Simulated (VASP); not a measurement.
# InAs (F-43m) in VASP: further runs

The runs below take InAs through single point, with PBE.

Everything below comes from runs of VASP 6.6.1. Logs are shortened: lines on timing, memory, paths and dates and some standing lists are left out, and cuts for length are marked.

### 1 The cell of the first run

The structure is cubic, space group F-43m (No. 216). The conventional cell has a = 5.592 Å, b = 5.592 Å, c = 5.592 Å, α = 90.00°, β = 90.00°, γ = 90.00°. In (site symmetry -43m) has 4 As at 2.42 Å within 3.2 Å. Within 3.2 Å of As (site symmetry -43m) lie 4 In at 2.42 Å.

### 2 Single point, PBE

Contents of INCAR:

```
SYSTEM = InAs
PREC = Accurate
ENCUT = 520
EDIFF = 1E-6
ISMEAR = 0
SIGMA = 0.1
LREAL = .FALSE.
LASPH = .TRUE.
NELM = 80
ALGO = Normal
ISIF = 2
LWAVE = .FALSE.
LCHARG = .FALSE.
GGA = PE
NBANDS = 16
```

Contents of KPOINTS:

```
Automatic mesh
0
G
  14 14 14
  0 0 0
```

Contents of POSCAR:

```
InAs
1.0
    0.0000000000      2.7959708213      2.7959708213
    2.7959708213      0.0000000000      2.7959708213
    2.7959708213      2.7959708213      0.0000000000
In As
1 1
Direct
    0.7500000000      0.7500000000      0.7500000000
    0.0000000000      0.0000000000      0.0000000000
```

Potentials or basis: VASP PAW PBE potentials, release 64 (In_d, As).

Command:

```
$ cat potpaw_PBE.64/In_d/POTCAR potpaw_PBE.64/As/POTCAR > POTCAR
$ mpirun -np 1 vasp_std > vasp.out
```

OUTCAR:

```text
SYSTEM = InAs
   PREC = Accurate
   ENCUT = 520
   EDIFF = 1E-6
   ISMEAR = 0
   LREAL = .FALSE.
   LASPH = .TRUE.
   NELM = 80
   ISIF = 2
   GGA = PE

 ion  position               nearest neighbor table
   1  0.750  0.750  0.750-   2 2.42   2 2.42   2 2.42   2 2.42
   2  0.000  0.000  0.000-   1 2.42   1 2.42   1 2.42   1 2.42

  LATTYP: Found a face centered cubic cell.
 ALAT       =     5.5919416426

  Lattice vectors:

 A1 = (   0.0000000000,   2.7959708213,   2.7959708213)
 A2 = (   2.7959708213,   0.0000000000,   2.7959708213)
 A3 = (   2.7959708213,   2.7959708213,   0.0000000000)

Analysis of symmetry for initial positions (statically):
=====================================================================
 Subroutine PRICEL returns:
 Original cell was already a primitive cell.

 Routine SETGRP: Setting up the symmetry group for a
 face centered cubic supercell.

 Subroutine GETGRP returns: Found 24 space group operations
 (whereof 24 operations were pure point group operations)
 out of a pool of 48 trial point group operations.

The static configuration has the point symmetry T_d .

Analysis of symmetry for dynamics (positions and initial velocities):
=====================================================================
 Subroutine PRICEL returns:
 Original cell was already a primitive cell.

 Routine SETGRP: Setting up the symmetry group for a
 face centered cubic supercell.

 Subroutine GETGRP returns: Found 24 space group operations
 (whereof 24 operations were pure point group operations)
 out of a pool of 48 trial point group operations.

The dynamic configuration has the point symmetry T_d .

 Subroutine INISYM returns: Found 24 space group operations
 (whereof 24 operations are pure point group operations),
 and found     1 'primitive' translations

----------------------------------------------------------------------------------------

                                     Primitive cell

  volume of cell :      43.7147

  direct lattice vectors                    reciprocal lattice vectors
     0.000000000  2.795970821  2.795970821    -0.178828762  0.178828762  0.178828762
     2.795970821  0.000000000  2.795970821     0.178828762 -0.178828762  0.178828762
     2.795970821  2.795970821  0.000000000     0.178828762  0.178828762 -0.178828762

  length of vectors
     3.954099855  3.954099855  3.954099855     0.309740501  0.309740501  0.309740501

  position of ions in fractional coordinates (direct lattice)
     0.750000000  0.750000000  0.750000000
     0.000000000  0.000000000  0.000000000

  ion indices of the primitive-cell ions
   primitive index   ion index
                 1           1
                 2           2

----------------------------------------------------------------------------------------

 KPOINTS: Automatic mesh

Automatic generation of k-mesh.
 Grid dimensions read from file:
 generate k-points for:   14   14   14

 Generating k-lattice:

  Cartesian coordinates                     Fractional coordinates (reciprocal lattice)
    -0.012773483  0.012773483  0.012773483     0.071428571  0.000000000  0.000000000
     0.012773483 -0.012773483  0.012773483     0.000000000  0.071428571  0.000000000
     0.012773483  0.012773483 -0.012773483     0.000000000  0.000000000  0.071428571

  Length of vectors
     0.022124322  0.022124322  0.022124322

  Shift w.r.t. Gamma in fractional coordinates (k-lattice)
     0.000000000  0.000000000  0.000000000

 Subroutine IBZKPT returns following result:
 ===========================================

 Found    104 irreducible k-points:

 Following reciprocal coordinates:
            Coordinates               Weight
  0.000000  0.000000  0.000000      1.000000
  0.071429  0.000000  0.000000      8.000000
  0.142857  0.000000  0.000000      8.000000
  0.214286  0.000000  0.000000      8.000000
  0.285714  0.000000  0.000000      8.000000
  0.357143  0.000000  0.000000      8.000000
[... 16 lines left out ...]
  0.214286  0.142857  0.000000     24.000000
  0.285714  0.142857  0.000000     24.000000
 [... further k-points ...]
   k-points           NKPTS =    104   k-points in BZ     NKDIM =    104   number of bands    NBANDS=     16
   number of dos      NEDOS =    301   number of ions     NIONS =      2
   total plane-waves  NPLWV =  27000
   dimension x,y,z NGX =    30 NGY =   30 NGZ =   30
   dimension x,y,z NGXF=    60 NGYF=   60 NGZF=   60
   ions per type =               1   1
   NGX,Y,Z   is equivalent  to a cutoff of  12.61, 12.61, 12.61 a.u.
   NGXF,Y,Z  is equivalent  to a cutoff of  25.23, 25.23, 25.23 a.u.
 SYSTEM =  InAs
   PREC   = accura    normal or accurate (medium, high low for compatibility)
   ISTART =      0    job   : 0-new  1-cont  2-samecut
   ICHARG =      2    charge: 1-file 2-atom 10-const
   ISPIN  =      1    spin polarized calculation?
   LNONCOLLINEAR =      F non collinear calculations
   LSORBIT =      F    spin-orbit coupling
   LASPH  =      T    aspherical Exc in radial PAW
   ENCUT  =  520.0 eV  38.22 Ry    6.18 a.u.   7.35  7.35  7.35*2*pi/ulx,y,z
   NELM   =     80;   NELMIN=  2; NELMDL= -5     # of ELM steps
   EDIFF  = 0.1E-05   stopping-criterion for ELM
   LREAL  =      F    real-space projection
   EDIFFG = 0.1E-04   stopping-criterion for IOM
   NSW    =      0    number of steps for IOM
   IBRION =     -1    ionic relax: 0-MD 1-quasi-New 2-CG
   NFREE  =      0    steps in history (QN), initial steepest desc. (CG)
   ISIF   =      2    stress and relaxation
   ISYM   =      2    0-nonsym 1-usesym 2-fastsym
   POTIM  = 0.5000    time-step for ionic-motion
   TEBEG  =    0.0;   TEEND  =   0.0 temperature during run
   PSTRESS=    0.0 pullay stress
   NELECT =      18.0000    total number of electrons
   NUPDOWN=      -1.0000    fix difference up-down
   EMIN   =  10.00;   EMAX   =-10.00  energy-range for DOS
   EFERMI =   0.00;   METHOD = LEGACY
   ISMEAR =     0;   SIGMA  =   0.10  broadening in eV -4-tet -1-fermi 0-gaus
   EFERMI_NEDOS =   21; number of points for ismear=-14 and -15
   IALGO  =     38    algorithm
   IMIX   =      4    mixing-type and parameters
     AMIX     =   0.40;   BMIX     =  1.00
     AMIX_MAG =   1.60;   BMIX_MAG =  1.00
  volume/ion in A,a.u.               =      21.86       147.50
  Fermi-wavevector in a.u.,A,eV,Ry     =   1.217932  2.301558 20.182315  1.483358
  Thomas-Fermi vector in A             =   2.353236
   LORBIT       =      0    0 simple, 1 ext, 2 COOP (PROOUT), +10 PAW based schemes
   GGA     = PE    functional components
   LHFCALC =     F    Hartree Fock is set to
   AEXX    =    0.0000 exact exchange contribution
   IVDW    =     0    specifies the selected vdW correction
   LEPSILON=     F    determine dielectric tensor
   LRPA    =     F    only Hartree local field effects (RPA)
 non-spin polarized calculation
 Gauss-broadening in eV      SIGMA  =   0.10
  energy-cutoff  :      520.00
  volume of cell :       43.71
 maximum number of plane-waves:      1243
 NGX is ok and might be reduce to    30
   NGX = 15   NGY = 15   NGZ = 15

 number of electron      18.0000004 magnetization

 Free energy of the ion-electron system (eV)
  ---------------------------------------------------
  ext. energy  EPLUGINS =         0.00000000
  ---------------------------------------------------
  free energy    TOTEN  =        -6.61778024 eV

  energy without entropy =       -6.61778024  energy(sigma->0) =       -6.61778024

 E-fermi :   7.7413     XC(G=0): -10.1666

 val. band max:        7.2614462617   @ k =   0.0000   0.0000   0.0000
 cond. band min:       8.2536485756   @ k =   0.0000   0.0000   0.0000
 fundamental gap:      0.9922023139
 Fermi energy:         7.7413002953

 k-point     1 :       0.0000    0.0000    0.0000
  band No.  band energies     occupation
      1      -7.8732      2.00000
      2      -7.8732      2.00000
      3      -7.8732      2.00000
      4      -7.6125      2.00000
      5      -7.6125      2.00000
      6      -6.4273      2.00000
[... 8 lines left out ...]
     15      17.5431      0.00000
     16      17.5431      0.00000

 k-point     2 :       0.0714    0.0000    0.0000
  band No.  band energies     occupation
      1      -7.8950      2.00000
      2      -7.8687      2.00000
      3      -7.8687      2.00000
      4      -7.6128      2.00000
      5      -7.6128      2.00000
      6      -6.3425      2.00000
[... 8 lines left out ...]
     15      16.8240      0.00000
     16      16.8240      0.00000

 k-point     3 :       0.1429    0.0000    0.0000
  band No.  band energies     occupation
      1      -7.9493      2.00000
      2      -7.8568      2.00000
      3      -7.8568      2.00000
      4      -7.6133      2.00000
      5      -7.6133      2.00000
      6      -6.1007      2.00000
[... 8 lines left out ...]
     15      16.2100      0.00000
     16      16.4490      0.00000

 k-point     4 :       0.2143    0.0000    0.0000
  band No.  band energies     occupation
      1      -8.0153      2.00000
      2      -7.8410      2.00000
      3      -7.8410      2.00000
      4      -7.6123      2.00000
      5      -7.6123      2.00000
      6      -5.7279      2.00000
[... 8 lines left out ...]
     15      16.0052      0.00000
     16      16.0956      0.00000

 k-point     5 :       0.2857    0.0000    0.0000
  band No.  band energies     occupation
      1      -8.0777      2.00000
      2      -7.8257      2.00000
      3      -7.8257      2.00000
      4      -7.6087      2.00000
      5      -7.6087      2.00000
      6      -5.2553      2.00000
[... 8 lines left out ...]
     15      16.3210      0.00000
     16      16.3210      0.00000

 k-point     6 :       0.3571    0.0000    0.0000
  band No.  band energies     occupation
      1      -8.1274      2.00000
      2      -7.8145      2.00000
      3      -7.8145      2.00000
      4      -7.6028      2.00000
      5      -7.6028      2.00000
      6      -4.7327      2.00000
[... 8 lines left out ...]
     15      17.0938      0.00000
     16      17.0938      0.00000

 k-point     7 :       0.4286    0.0000    0.0000
  band No.  band energies     occupation
      1      -8.1593      2.00000
      2      -7.8082      2.00000
      3      -7.8082      2.00000
      4      -7.5970      2.00000
      5      -7.5970      2.00000
      6      -4.2678      2.00000
[... 8 lines left out ...]
     15      18.1150      0.00000
     16      18.1150      0.00000

 k-point     8 :       0.5000    0.0000    0.0000
  band No.  band energies     occupation
      1      -8.1702      2.00000
      2      -7.8062      2.00000
      3      -7.8062      2.00000
      4      -7.5946      2.00000
      5      -7.5946      2.00000
      6      -4.0647      2.00000
[... 8 lines left out ...]
     15      18.8160      0.00000
     16      18.8160      0.00000

 k-point     9 :       0.0714    0.0714    0.0000
  band No.  band energies     occupation
      1      -7.9063      2.00000
      2      -7.8647      2.00000
      3      -7.8647      2.00000
      4      -7.6162      2.00000
      5      -7.6101      2.00000
      6      -6.3149      2.00000
[... 8 lines left out ...]
     15      16.2923      0.00000
     16      17.5938      0.00000
[... 172 lines left out ...]
 k-point    19 :      -0.2143    0.0714    0.0000
  band No.  band energies     occupation
      1      -8.0463      2.00000
      2      -7.8351      2.00000
      3      -7.8272      2.00000
      4      -7.6187      2.00000
      5      -7.6064      2.00000
      6      -5.5178      2.00000
[... 8 lines left out ...]
     15      16.2302      0.00000
     16      17.0622      0.00000

 k-point    20 :      -0.1429    0.0714    0.0000
  band No.  band energies     occupation
      1      -7.9848      2.00000
      2      -7.8513      2.00000
      3      -7.8425      2.00000
      4      -7.6186      2.00000
      5      -7.6090      2.00000
      6      -5.9226      2.00000
[... 8 lines left out ...]
     15      16.1645      0.00000
     16      17.1482      0.00000

 k-point    21 :      -0.0714    0.0714    0.0000
  band No.  band energies     occupation
      1      -7.9286      2.00000
      2      -7.8638      2.00000
      3      -7.8577      2.00000
      4      -7.6161      2.00000
      5      -7.6107      2.00000
      6      -6.2062      2.00000
[... 8 lines left out ...]
     15      16.3470      0.00000
     16      16.7305      0.00000

 k-point    22 :       0.1429    0.1429    0.0000
  band No.  band energies     occupation
      1      -7.9833      2.00000
      2      -7.8409      2.00000
      3      -7.8409      2.00000
      4      -7.6285      2.00000
      5      -7.6035      2.00000
      6      -5.9992      2.00000
[... 8 lines left out ...]
     15      17.4617      0.00000
     16      17.7442      0.00000

 k-point    23 :       0.2143    0.1429    0.0000
  band No.  band energies     occupation
      1      -8.0311      2.00000
      2      -7.8265      2.00000
      3      -7.8240      2.00000
      4      -7.6358      2.00000
      5      -7.5994      2.00000
      6      -5.7285      2.00000
[... 8 lines left out ...]
     15      17.5232      0.00000
     16      17.9864      0.00000

 k-point    24 :       0.2857    0.1429    0.0000
  band No.  band energies     occupation
      1      -8.0810      2.00000
      2      -7.8142      2.00000
      3      -7.8068      2.00000
      4      -7.6391      2.00000
      5      -7.5952      2.00000
      6      -5.3369      2.00000
[... 8 lines left out ...]
     15      17.5263      0.00000
     16      17.6888      0.00000

 [... further k-points ...]
[... 5 lines left out ...]
  --------------------------------------------------------------------------------------
  -------------------------------------------------------------------------------------
  Total        8.2359658      8.2359658      8.2359658     -0.0000000      0.0000000      0.0000000
  in kB      301.8541950    301.8541950    301.8541950     -0.0000000      0.0000000      0.0000000
  external PRESSURE =     301.8541950 kB  Pullay stress =       0.0000000 kB

 VOLUME and BASIS-vectors are now :
 -----------------------------------------------------------------------------
  energy-cutoff  :      520.00
  volume of cell :       43.71
      direct lattice vectors                 reciprocal lattice vectors
     0.000000000  2.795970821  2.795970821    -0.178828762  0.178828762  0.178828762
     2.795970821  0.000000000  2.795970821     0.178828762 -0.178828762  0.178828762
     2.795970821  2.795970821  0.000000000     0.178828762  0.178828762 -0.178828762

 POSITION                                       TOTAL-FORCE (eV/Angst)
 -----------------------------------------------------------------------------------
      4.19396      4.19396      4.19396        -0.000000     -0.000000     -0.000000
      0.00000      0.00000      0.00000         0.000000      0.000000      0.000000
 -----------------------------------------------------------------------------------
    total drift:                                0.000000      0.000000      0.000000

  FREE ENERGIE OF THE ION-ELECTRON SYSTEM (eV)
  ---------------------------------------------------
  free  energy   TOTEN  =        -6.6177802360 eV

  energy  without entropy=       -6.6177802360  energy(sigma->0) =       -6.61778024
```

It took 30 s on 1 thread of Intel Xeon 6975P-C (Granite Rapids), shared host; peak memory 0.22 GiB.

What came out:

```
Free energy            : -6.6178 eV
Pressure               : 30.2 GPa
Band gap on the k mesh : 0.99 eV, direct
```

Levels at points of the mesh, in eV from the valence-band top:
```tsv
k point	band 5	band 6	band 7	band 8	band 9	band 10	band 11	band 12	band 13	band 14
(0.00, 0.00, 0.00)	-14.87	-13.69	0.00	0.00	0.00	0.99	3.92	3.92	3.92	8.37
(0.50, 0.00, 0.00)	-14.86	-11.33	-7.22	-1.40	-1.40	1.48	4.71	4.71	6.90	10.39
(0.50, 0.50, 0.00)	-14.83	-10.52	-7.03	-3.26	-3.26	1.06	1.94	10.86	10.96	10.96
```

Caveat: spin-orbit coupling is left out, which moves the levels of the heavy elements.

(Part 1 of 2 ends here.)
